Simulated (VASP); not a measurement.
Write the native input for VASP 6.6.1 that does the following.

* Task: single point
* Functional: LDA
* Potentials or basis: VASP PAW LDA potentials, release 64 (Zn, O)
* Cutoff: 520 eV
* k mesh: 9 × 9 × 5
* Occupations: fermi-dirac, width 0.05 eV
* Spin: no spin polarisation
* Dipole correction: no
* Further INCAR settings: ALGO = Normal; EDIFF = 1e-07; NBANDS = 26

The structure of ZnO (zincite) lies in POSCAR:

```
ZnO
1.0
    3.3130361008      0.0000000000      0.0000000000
   -1.6565180504      2.8691734269      0.0000000000
    0.0000000000      0.0000000000      5.3078076462
Zn O
2 2
Direct
    0.6666666667      0.3333333333      0.0000000000
    0.3333333333      0.6666666667      0.5000000000
    0.3333333333      0.6666666667      0.8790100000
    0.6666666667      0.3333333333      0.3790100000
```

This cell differs from its parent crystal: volume scaled by 1.06.

These files were run (other wordings do the same):

INCAR

```
SYSTEM = ZnO
PREC = Accurate ; ENCUT = 520
EDIFF = 1E-7 ; ISMEAR = -1
SIGMA = 0.05 ; LREAL = .False.
LASPH = .True. ; NELM = 60
ALGO = Normal ; ISIF = 2
LWAVE = .False. ; LCHARG = .True.
LELF = .True. ; LVHAR = .True.
NBANDS = 26
```

KPOINTS

```
Automatic mesh
0
Gamma
  9 9 5
  0 0 0
```

Potentials or basis: VASP PAW LDA potentials, release 64 (Zn, O).

The run is started by

```sh
$ cat potpaw_LDA.64/Zn/POTCAR potpaw_LDA.64/O/POTCAR > POTCAR
$ mpirun -np 1 vasp_std > vasp.out
```

It gave:

The pressure is -12.8 GPa, the largest force is 0.036 eV/Å and the band gap on the k mesh is 0.65 eV, direct.

Run time: 93 s on 1 thread of Intel Xeon 8259CL, on a shared host, peak memory 0.17 GiB.
